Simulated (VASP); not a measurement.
# Li2PW2 (I4/mmm) in VASP: a series of runs

Li2PW2 is run at these levels: PBE; tasks: single point.

All numbers are computed with VASP 6.6.1; they aren't measurements. Logs are shortened: lines on timing, memory, paths and dates and some standing lists are left out, and cuts for length are marked.

### 1 The cell of the first run

The structure is tetragonal, space group I4/mmm (No. 139). Conventional cell: a = 3.310 Å, b = 3.310 Å, c = 12.710 Å, α = 90.00°, β = 90.00°, γ = 90.00°. Within 2.9 Å of Li (site symmetry 4mm) lie 1 Li at 2.20 Å and 4 P at 2.59 Å and 5 W at 2.73 to 2.74 Å. P (site symmetry 4/mmm) has 2 W at 2.53 Å and 8 Li at 2.59 Å and 4 P at 3.31 Å within 3.4 Å. W (site symmetry 4mm) has 1 P at 2.53 Å and 8 W at 2.68 to 3.31 Å and 5 Li at 2.73 to 2.74 Å within 3.4 Å.

### 2 Single point, PBE

File INCAR:

```
PREC     = Accurate       # precision mode
ENCUT    = 520            # plane-wave cutoff, eV
EDIFF    = 1E-6           # SCF threshold, eV
ISMEAR   = 0              # smearing method
SIGMA    = 0.1            # smearing width, eV
LREAL    = False          # projectors in reciprocal space
LASPH    = True           # aspherical terms in the spheres
NELM     = 80             # most SCF steps
ALGO     = Normal         # electronic algorithm
ISIF     = 2              # what is computed and relaxed
LWAVE    = False          # write WAVECAR
LCHARG   = False          # write CHGCAR
GGA      = PE             # functional
NBANDS   = 28             # bands
```

File KPOINTS:

```
regular mesh
0
Gamma
  6 6 6
```

File POSCAR:

```
Li2PW2
1.0
   -1.6551253571      1.6551253571      6.3550108341
    1.6551253571     -1.6551253571      6.3550108341
    1.6551253571      1.6551253571     -6.3550108341
Li P W
2 1 2
Direct
    0.4135496653      0.4135496653      0.0000000000
    0.5864503347      0.5864503347      0.0000000000
    0.0000000000      0.0000000000      0.0000000000
    0.1988730927      0.1988730927      0.0000000000
    0.8011269073      0.8011269073      0.0000000000
```

Potentials or basis: VASP PAW PBE potentials, release 64 (Li_sv, P, W_sv).

Run with:

```console
$ cat potpaw_PBE.64/Li_sv/POTCAR potpaw_PBE.64/P/POTCAR potpaw_PBE.64/W_sv/POTCAR > POTCAR
$ mpirun -np 1 vasp_std > vasp.out
```

OUTCAR:

```text
PREC = Accurate
   ENCUT = 520
   EDIFF = 1E-6
   ISMEAR = 0
   LREAL = False
   LASPH = True
   NELM = 80
   ISIF = 2
   GGA = PE

 ion  position               nearest neighbor table
   1  0.414  0.414  0.000-   2 2.20   3 2.59   3 2.59   3 2.59   3 2.59   4 2.73   5 2.74   5 2.74
                             5 2.74   5 2.74
   2  0.586  0.586  0.000-   1 2.20   3 2.59   3 2.59   3 2.59   3 2.59   5 2.73   4 2.74   4 2.74
                             4 2.74   4 2.74
   3  0.000  0.000  0.000-   4 2.53   5 2.53   2 2.59   1 2.59   2 2.59   2 2.59   2 2.59   1 2.59
                             1 2.59   1 2.59
   4  0.199  0.199  0.000-   3 2.53   5 2.68   5 2.68   5 2.68   5 2.68   1 2.73   2 2.74   2 2.74
                             2 2.74   2 2.74
   5  0.801  0.801  0.000-   3 2.53   4 2.68   4 2.68   4 2.68   4 2.68   2 2.73   1 2.74   1 2.74
                             1 2.74   1 2.74

  LATTYP: Found a body centered tetragonal cell.
 ALAT       =     3.3102507142
 C/A-ratio  =     3.8395948723

  Lattice vectors:

 A1 = (  -1.6551253571,   1.6551253571,   6.3550108341)
 A2 = (   1.6551253571,  -1.6551253571,   6.3550108341)
 A3 = (   1.6551253571,   1.6551253571,  -6.3550108341)

Analysis of symmetry for initial positions (statically):
=====================================================================
 Subroutine PRICEL returns:
 Original cell was already a primitive cell.

 Routine SETGRP: Setting up the symmetry group for a
 body centered tetragonal supercell.

 Subroutine GETGRP returns: Found 16 space group operations
 (whereof 16 operations were pure point group operations)
 out of a pool of 16 trial point group operations.

The static configuration has the point symmetry D_4h.

Analysis of symmetry for dynamics (positions and initial velocities):
=====================================================================
 Subroutine PRICEL returns:
 Original cell was already a primitive cell.

 Routine SETGRP: Setting up the symmetry group for a
 body centered tetragonal supercell.

 Subroutine GETGRP returns: Found 16 space group operations
 (whereof 16 operations were pure point group operations)
 out of a pool of 16 trial point group operations.

The dynamic configuration has the point symmetry D_4h.

 Subroutine INISYM returns: Found 16 space group operations
 (whereof 16 operations are pure point group operations),
 and found     1 'primitive' translations

----------------------------------------------------------------------------------------

                                     Primitive cell

  volume of cell :      69.6367

  direct lattice vectors                    reciprocal lattice vectors
    -1.655125357  1.655125357  6.355010834     0.000000000  0.302091922  0.078678072
     1.655125357 -1.655125357  6.355010834     0.302091922  0.000000000  0.078678072
     1.655125357  1.655125357 -6.355010834     0.302091922  0.302091922  0.000000000

  length of vectors
     6.772373483  6.772373483  6.772373483     0.312169454  0.312169454  0.427222493

  position of ions in fractional coordinates (direct lattice)
     0.413549665  0.413549665  0.000000000
     0.586450335  0.586450335  0.000000000
     0.000000000  0.000000000  0.000000000
     0.198873093  0.198873093  0.000000000
     0.801126907  0.801126907  0.000000000

  ion indices of the primitive-cell ions
   primitive index   ion index
                 1           1
                 2           2
                 3           3
                 4           4
                 5           5

----------------------------------------------------------------------------------------

 KPOINTS: regular mesh

Automatic generation of k-mesh.
 Grid dimensions read from file:
 generate k-points for:    6    6    6

 Generating k-lattice:

  Cartesian coordinates                     Fractional coordinates (reciprocal lattice)
     0.000000000  0.050348654  0.013113012     0.166666667  0.000000000 -0.000000000
     0.050348654  0.000000000  0.013113012     0.000000000  0.166666667 -0.000000000
     0.050348654  0.050348654  0.000000000     0.000000000  0.000000000  0.166666667

  Length of vectors
     0.052028242  0.052028242  0.071203749

  Shift w.r.t. Gamma in fractional coordinates (k-lattice)
     0.000000000  0.000000000  0.000000000

 Subroutine IBZKPT returns following result:
 ===========================================

 Found     30 irreducible k-points:

 Following reciprocal coordinates:
            Coordinates               Weight
  0.000000  0.000000  0.000000      1.000000
  0.166667  0.000000  0.000000      8.000000
  0.333333 -0.000000  0.000000      8.000000
  0.500000  0.000000 -0.000000      4.000000
  0.166667  0.166667  0.000000      8.000000
  0.333333  0.166667  0.000000     16.000000
[... 16 lines left out ...]
 -0.333333 -0.333333  0.166667      8.000000
 -0.166667 -0.333333  0.166667      8.000000
 [... further k-points ...]
   k-points           NKPTS =     30   k-points in BZ     NKDIM =     30   number of bands    NBANDS=     28
   number of dos      NEDOS =    301   number of ions     NIONS =      5
   total plane-waves  NPLWV = 125000
   dimension x,y,z NGX =    50 NGY =   50 NGZ =   50
   dimension x,y,z NGXF=   100 NGYF=  100 NGZF=  100
   ions per type =               2   1   2
   NGX,Y,Z   is equivalent  to a cutoff of  12.27, 12.27, 12.27 a.u.
   NGXF,Y,Z  is equivalent  to a cutoff of  24.55, 24.55, 24.55 a.u.
 SYSTEM =  unknown system
   PREC   = accura    normal or accurate (medium, high low for compatibility)
   ISTART =      0    job   : 0-new  1-cont  2-samecut
   ICHARG =      2    charge: 1-file 2-atom 10-const
   ISPIN  =      1    spin polarized calculation?
   LNONCOLLINEAR =      F non collinear calculations
   LSORBIT =      F    spin-orbit coupling
   LASPH  =      T    aspherical Exc in radial PAW
   ENCUT  =  520.0 eV  38.22 Ry    6.18 a.u.  12.59 12.59 12.59*2*pi/ulx,y,z
   NELM   =     80;   NELMIN=  2; NELMDL= -5     # of ELM steps
   EDIFF  = 0.1E-05   stopping-criterion for ELM
   LREAL  =      F    real-space projection
   EDIFFG = 0.1E-04   stopping-criterion for IOM
   NSW    =      0    number of steps for IOM
   IBRION =     -1    ionic relax: 0-MD 1-quasi-New 2-CG
   NFREE  =      0    steps in history (QN), initial steepest desc. (CG)
   ISIF   =      2    stress and relaxation
   ISYM   =      2    0-nonsym 1-usesym 2-fastsym
   POTIM  = 0.5000    time-step for ionic-motion
   TEBEG  =    0.0;   TEEND  =   0.0 temperature during run
   PSTRESS=    0.0 pullay stress
   NELECT =      39.0000    total number of electrons
   NUPDOWN=      -1.0000    fix difference up-down
   EMIN   =  10.00;   EMAX   =-10.00  energy-range for DOS
   EFERMI =   0.00;   METHOD = LEGACY
   ISMEAR =     0;   SIGMA  =   0.10  broadening in eV -4-tet -1-fermi 0-gaus
   EFERMI_NEDOS =   21; number of points for ismear=-14 and -15
   IALGO  =     38    algorithm
   IMIX   =      4    mixing-type and parameters
     AMIX     =   0.40;   BMIX     =  1.00
     AMIX_MAG =   1.60;   BMIX_MAG =  1.00
  volume/ion in A,a.u.               =      13.93        93.99
  Fermi-wavevector in a.u.,A,eV,Ry     =   1.349430  2.550053 24.775681  1.820961
  Thomas-Fermi vector in A             =   2.477017
   LORBIT       =      0    0 simple, 1 ext, 2 COOP (PROOUT), +10 PAW based schemes
   GGA     = PE    functional components
   LHFCALC =     F    Hartree Fock is set to
   AEXX    =    0.0000 exact exchange contribution
   IVDW    =     0    specifies the selected vdW correction
   LEPSILON=     F    determine dielectric tensor
   LRPA    =     F    only Hartree local field effects (RPA)
 non-spin polarized calculation
 Gauss-broadening in eV      SIGMA  =   0.10
  energy-cutoff  :      520.00
  volume of cell :       69.64
 maximum number of plane-waves:      1899
   NGX = 25   NGY = 25   NGZ = 25

 number of electron      38.9999998 magnetization

 Free energy of the ion-electron system (eV)
  ---------------------------------------------------
  ext. energy  EPLUGINS =         0.00000000
  ---------------------------------------------------
  free energy    TOTEN  =       -35.09645390 eV

  energy without entropy =      -35.08278074  energy(sigma->0) =      -35.08961732

 E-fermi :   7.4499     XC(G=0): -11.5084

 val. band max:        7.4422200707   @ k =  -0.1667  -0.3333   0.1667
 cond. band min:       7.4571510557   @ k =   0.5000   0.3333   0.0000
 fundamental gap:      0.0149309850
 Fermi energy:         7.4498692283

 k-point     1 :       0.0000    0.0000    0.0000
  band No.  band energies     occupation
      1     -66.2070      2.00000
      2     -66.0534      2.00000
      3     -37.6741      2.00000
      4     -37.5916      2.00000
      5     -30.5847      2.00000
      6     -30.5847      2.00000
[... 20 lines left out ...]
     27      13.7346      0.00000
     28      14.2054      0.00000

 k-point     2 :       0.1667    0.0000    0.0000
  band No.  band energies     occupation
      1     -66.1957      2.00000
      2     -66.0626      2.00000
      3     -37.6733      2.00000
      4     -37.5908      2.00000
      5     -30.6515      2.00000
      6     -30.5918      2.00000
[... 20 lines left out ...]
     27      13.7576      0.00000
     28      15.3689      0.00000

 k-point     3 :       0.3333   -0.0000    0.0000
  band No.  band energies     occupation
      1     -66.1654      2.00000
      2     -66.0886      2.00000
      3     -37.6717      2.00000
      4     -37.5892      2.00000
      5     -30.7354      2.00000
      6     -30.6688      2.00000
[... 20 lines left out ...]
     27      13.5619      0.00000
     28      14.4409      0.00000

 k-point     4 :       0.5000    0.0000   -0.0000
  band No.  band energies     occupation
      1     -66.1260      2.00000
      2     -66.1259      2.00000
      3     -37.6710      2.00000
      4     -37.5884      2.00000
      5     -30.7398      2.00000
      6     -30.7393      2.00000
[... 578 lines left out ...]
     27      12.6612      0.00000
     28      14.0567      0.00000

 k-point    23 :      -0.3333   -0.3333    0.1667
  band No.  band energies     occupation
      1     -66.1857      2.00000
      2     -66.0704      2.00000
      3     -37.6729      2.00000
      4     -37.5894      2.00000
      5     -30.6455      2.00000
      6     -30.6173      2.00000
[... 20 lines left out ...]
     27      14.7970      0.00000
     28      15.2487      0.00000

 k-point    24 :      -0.1667   -0.3333    0.1667
  band No.  band energies     occupation
      1     -66.1957      2.00000
      2     -66.0626      2.00000
      3     -37.6737      2.00000
      4     -37.5903      2.00000
      5     -30.6516      2.00000
      6     -30.5914      2.00000
[... 20 lines left out ...]
     27      13.7856      0.00000
     28      14.1050      0.00000

 [... further k-points ...]

------------------------ aborting loop because EDIFF is reached ----------------------------------------

  FORCE on cell =-STRESS in cart. coord.  units (eV):
  Direction    XX          YY          ZZ          XY          YZ          ZX
  --------------------------------------------------------------------------------------
  -------------------------------------------------------------------------------------
  Total        0.0623334      0.0623334      0.0691692      0.0000000      0.0000000      0.0000000
  in kB        1.4341467      1.4341467      1.5914213      0.0000000      0.0000000      0.0000000
  external PRESSURE =       1.4865716 kB  Pullay stress =       0.0000000 kB

 VOLUME and BASIS-vectors are now :
 -----------------------------------------------------------------------------
  energy-cutoff  :      520.00
  volume of cell :       69.64
      direct lattice vectors                 reciprocal lattice vectors
    -1.655125357  1.655125357  6.355010834     0.000000000  0.302091922  0.078678072
     1.655125357 -1.655125357  6.355010834     0.302091922  0.000000000  0.078678072
     1.655125357  1.655125357 -6.355010834     0.302091922  0.302091922  0.000000000

 POSITION                                       TOTAL-FORCE (eV/Angst)
 -----------------------------------------------------------------------------------
      0.00000      0.00000      5.25623        -0.000000     -0.000000      0.012005
      0.00000      0.00000      7.45380        -0.000000     -0.000000     -0.012005
      0.00000      0.00000      0.00000         0.000000      0.000000     -0.000000
      0.00000      0.00000      2.52768        -0.000000     -0.000000     -0.007882
      0.00000      0.00000     10.18234         0.000000      0.000000      0.007882
 -----------------------------------------------------------------------------------
    total drift:                               -0.000000      0.000000     -0.000000

  FREE ENERGIE OF THE ION-ELECTRON SYSTEM (eV)
  ---------------------------------------------------
  free  energy   TOTEN  =       -35.0964539018 eV

  energy  without entropy=      -35.0827807355  energy(sigma->0) =      -35.08961732
```

Run time: 4.7 min. Hardware: 1 thread of Intel Xeon 8259CL, shared host; peak memory 0.38 GiB.

Results:

```yaml
Free_energy: -35.0965 eV
Largest_force: 0.012 eV/Å
Band_gap_on_the_k_mesh: zero (an odd number of electrons rules out a gap without spin polarisation)
```

Forces in eV/Å, atoms in the order of the input:
```
Li   0.000  0.000  0.012
Li   0.000  0.000 -0.012
P    0.000  0.000  0.000
W    0.000  0.000 -0.008
W    0.000  0.000  0.008
```

Caveat: the cutoff is under 1.25 times the usual one of these potentials, so pressure, stress and relaxed cells hold a basis-set (Pulay) error; spin-orbit coupling is left out, which moves the levels of the heavy elements.

(Part 1 of 2 ends here.)
